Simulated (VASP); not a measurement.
Ni, 2 atoms in the cell. The structure is cubic, space group Fm-3m (No. 225). Conventional cell: a = 3.542 Å, b = 3.542 Å, c = 3.542 Å, α = 90.00°, β = 90.00°, γ = 90.00°. Within 3.3 Å of Ni (site symmetry m-3m) lie 12 Ni at 2.50 Å. 

* Program: VASP 6.6.1
* Task: single point
* Functional: PBE
* Potentials or basis: VASP PAW PBE potentials, release 64 (Ni)
* Cutoff: 520 eV
* k mesh: 12 × 12 × 6
* Occupations: fermi-dirac, width 0.1 eV
* Spin: collinear spin, ferromagnetic start
* Starting moments: [0.2, 0.2] μB
* Dipole correction: no
* Further INCAR settings: ALGO = Normal; EDIFF = 1e-06; NBANDS = 21; ISYM = 0

Potentials or basis: VASP PAW PBE potentials, release 64 (Ni).

The run is started by

```sh
$ cat potpaw_PBE.64/Ni/POTCAR > POTCAR
$ mpirun -np 1 vasp_std > vasp.out
```

Hardware: 1 thread of Intel Xeon 8259CL (shared host).

Problem. Estimate the wall time of this run.

Solution. Run time: 11 min on 1 thread of Intel Xeon 8259CL, with other jobs on the host, peak memory 0.38 GiB. Counts: scf iterations 15, k points 436.
